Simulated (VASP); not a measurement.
AlNi, 2 atoms in the cell. Symmetry: Pm-3m, No. 221, cubic system. The conventional cell has a = 2.857 Å, b = 2.857 Å, c = 2.857 Å, α = 90.00°, β = 90.00°, γ = 90.00°. Within 3.3 Å of Al (site symmetry m-3m) lie 8 Ni at 2.47 Å and 6 Al at 2.86 Å. Within 3.3 Å of Ni (site symmetry m-3m) lie 8 Al at 2.47 Å and 6 Ni at 2.86 Å. 

| Property | Result |
| --- | --- |
| Program | VASP 6.6.1 |
| Task | elastic constants |
| Functional | PBEsol |
| Potentials or basis | VASP PAW PBE potentials, release 64 (Al, Ni) |
| Cutoff | 600 eV |
| k mesh | 16 × 16 × 16 |
| Occupations | fermi-dirac, width 0.05 eV |
| Spin | no spin polarisation |
| Dipole correction | no |
| Ions in elastic constants | relaxed |
| Further INCAR settings | ALGO = Normal; EDIFF = 1e-08; IBRION = 6; POTIM = 0.015; NSW = 1; ISIF = 3 |

Potentials or basis: VASP PAW PBE potentials, release 64 (Al, Ni).

Command:

```console
$ cat potpaw_PBE.64/Al/POTCAR potpaw_PBE.64/Ni/POTCAR > POTCAR
$ mpirun -np 1 vasp_std > vasp.out
```

Hardware: 1 thread of Intel Xeon 8259CL, on a shared host.

Question: Estimate the wall time of this run.

Answer: Wall time 27 min on 1 thread of Intel Xeon 8259CL, with other jobs on the host, peak memory 0.72 GiB. Counts: scf iterations 173, k points 165.
